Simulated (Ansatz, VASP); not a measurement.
## One calculation of YN, two programs

```
Y N
1.0
     0.00000    2.42602    2.46476
     2.42602    0.00000    2.46476
     2.42602    2.42602    0.00000
Y N
1 1
Direct
  0.00000 0.00000 0.00000
  0.50000 0.50000 0.50000
```

Change from the starting cell: strained cell.

Alike in both runs: functional PBEsol; k mesh 10 × 10 × 10; occupations gaussian, width 0.01 eV; no spin polarisation.

Ansatz relaxed the structure, and its values are those at the end. VASP's run is a single point on that final structure, the one shown.

|  | VASP | Ansatz |
| --- | --- | --- |
| version | VASP 6.6.1 | Ansatz 0.2.0 |
| potentials or method | VASP PAW PBE potentials, release 64 (Y_sv, N), cutoff 600 eV | scalar-relativistic, plane waves, PAW |
| valence electrons in the cell | 16 | 16 |

Ansatz gave:

| Quantity | Value |
| --- | --- |
| gap on the k mesh at the Fermi level (eV) | 0.06 |
| least direct gap on the mesh (eV) | 0.45 |
| pressure (GPa) | -2.1 |

Problem. Estimate VASP's values.

Solution. gap on the k mesh at the Fermi level (eV): 0.06; least direct gap on the mesh (eV): 0.44; pressure (GPa): -2.3.

VASP's potentials were made for PBE, not for PBEsol, and Ansatz warns of the same on its side. Ansatz's warnings: stress scf threshold loose.
